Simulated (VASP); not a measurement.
Here is a VASP 6.6.1 calculation.

The input INCAR:

```
ALGO     = Normal         # electronic algorithm
EDIFF    = 1E-6           # SCF threshold, eV
ENCUT    = 600            # plane-wave cutoff, eV
GGA      = PE             # functional
GGA_COMPAT= F            
ISIF     = 2              # what is computed and relaxed
ISMEAR   = 0              # smearing method
IVDW     = 12             # dispersion correction
LASPH    = T              # aspherical terms in the spheres
LCHARG   = T              # write CHGCAR
LELF     = T              # ELF
LREAL    = F              # projectors in reciprocal space
LVHAR    = T            
LWAVE    = F              # write WAVECAR
NBANDS   = 11             # bands
NELM     = 120            # most SCF steps
PREC     = Accurate       # precision mode
SIGMA    = 0.05           # smearing width, eV
```

The input KPOINTS:

```
k-points
0
Gamma
  8 8 8
```

The input POSCAR:

```
BeTe
1.0
    0.0000000000      2.7700007385      2.7700007385
    2.7700007385      0.0000000000      2.7700007385
    2.7700007385      2.7700007385      0.0000000000
Be Te
1 1
Direct
    0.0000000000      0.0000000000      0.0000000000
    0.7500000000      0.7500000000      0.7500000000
```

Potentials or basis: VASP PAW PBE potentials, release 64 (Be, Te).

Launch:

```bash
$ cat potpaw_PBE.64/Be/POTCAR potpaw_PBE.64/Te/POTCAR > POTCAR
$ mpirun -np 1 vasp_std > vasp.out
```

Task: What does it give for the pressure?

Result: 1.6 GPa.

Task: Predict the band gap on the k mesh.

Result: 1.85 eV, indirect (least direct gap 3.56 eV).

Task: What does it give for the dispersion energy per atom?

Result: -0.357 eV.

Caveat: spin-orbit coupling is left out, which moves the levels of the heavy elements. A k mesh can miss the band edges.
